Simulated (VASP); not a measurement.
PbS:

```xyz
4
Lattice="2.0800 -5.9913 0.0000 2.0800 5.9913 0.0000 0.0000 0.0000 4.2793" Properties=species:S:1:pos:R:3 pbc="T T T"
Pb    2.0800    4.4268    1.0698
Pb    2.0800   -4.4268    3.2095
S     2.0800    1.7399    1.0698
S     2.0800   -1.7399    3.2095
```

| Quantity | Value |
| --- | --- |
| Program | VASP 6.6.1 |
| Task | relaxation of cell and atoms |
| Functional | revPBE |
| Dispersion | D4 |
| Potentials or basis | VASP PAW PBE potentials, release 64 (Pb_d, S) |
| Cutoff | 600 eV |
| k mesh | 7 × 7 × 6 |
| Occupations | fermi-dirac, width 0.05 eV |
| Spin | no spin polarisation |

At the start: pressure -0.8 GPa; volume 26.66 Å³/atom.

**Question.** How do energy, volume and symmetry change on relaxing?

**Answer.** Over 18 steps the energy falls by 7.1 meV/atom and the volume is 25.46 Å³/atom (-4.5 %); space group Cmcm (No. 63, to 0.1 Å) before and after.

The path:
```
step  energy change (eV)  largest force (eV/Å)  pressure (GPa)  volume (Å³)
   1              0.0000                0.1066           -0.85       106.65
   2             -0.0091                0.1844           -0.05       104.49
   3             -0.0098                0.2052            0.20       103.90
   4             -0.0165                0.1321            0.12       103.37
   5             -0.0226                0.0111            0.04       102.49
   6             -0.0233                0.0438            0.02       102.09
   7             -0.0274                0.0415            0.01       101.65
   8             -0.0274                0.0413            0.00       101.63
   9             -0.0274                0.0413            0.01       101.62
  10             -0.0277                0.0235            0.03       101.65
  11             -0.0280                0.0352            0.06       101.70
  12             -0.0282                0.0119           -0.08       101.96
  13             -0.0282                0.0161           -0.06       101.91
  14             -0.0283                0.0102           -0.03       101.85
  15             -0.0283                0.0050           -0.03       101.80
  16             -0.0283                0.0064            0.04       101.71
  17             -0.0284                0.0025            0.03       101.75
  18             -0.0284                0.0080           -0.02       101.83
```

Final structure:
```cif
data_structure
_symmetry_space_group_name_H-M 'P 1'
_symmetry_Int_Tables_number 1
_cell_length_a 6.1424
_cell_length_b 6.1424
_cell_length_c 4.2833
_cell_angle_alpha 90.000
_cell_angle_beta 90.000
_cell_angle_gamma 140.942
_cell_volume 101.83
loop_
_atom_site_label
_atom_site_type_symbol
_atom_site_fract_x
_atom_site_fract_y
_atom_site_fract_z
_atom_site_occupancy
Pb1 Pb 0.12655 0.87345 0.25000 1
Pb2 Pb 0.87345 0.12655 0.75000 1
S1 S 0.35997 0.64003 0.25000 1
S2 S 0.64003 0.35997 0.75000 1
```

Caveat: the PAW data sets were made with another functional, which shifts forces and pressure a little.
